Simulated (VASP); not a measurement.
Cu, 2 atoms in the cell. Symmetry: Fd-3m, No. 227, cubic system. The conventional cell has a = 5.169 Å, b = 5.169 Å, c = 5.169 Å, α = 90.00°, β = 90.00°, γ = 90.00°. Within 3.0 Å of Cu (site symmetry -43m) lie 4 Cu at 2.24 Å.  This cell differs from its parent crystal: volume scaled by 0.9.

| Item | Value |
| --- | --- |
| Program | VASP 6.6.1 |
| Task | single point |
| Functional | PBE |
| Potentials or basis | VASP PAW PBE potentials, release 64 (Cu) |
| Cutoff | 520 eV |
| k mesh | 13 × 13 × 13 |
| Occupations | fermi-dirac, width 0.08 eV |
| Spin | no spin polarisation |
| Dipole correction | no |
| Further INCAR settings | ALGO = Normal; EDIFF = 1e-07; NBANDS = 18 |

Potentials or basis: VASP PAW PBE potentials, release 64 (Cu).

Run with:

```sh
$ cat potpaw_PBE.64/Cu/POTCAR > POTCAR
$ mpirun -np 1 vasp_std > vasp.out
```

Hardware: 1 thread of AMD EPYC 7R43 64-Core Processor (Zen 3) (shared host).

How long does it take, and how much memory?

Run time: 49 s on 1 thread of AMD EPYC 7R43 64-Core Processor (Zen 3) (shared host), peak memory 0.14 GiB. Counts: scf iterations 15, k points 84.
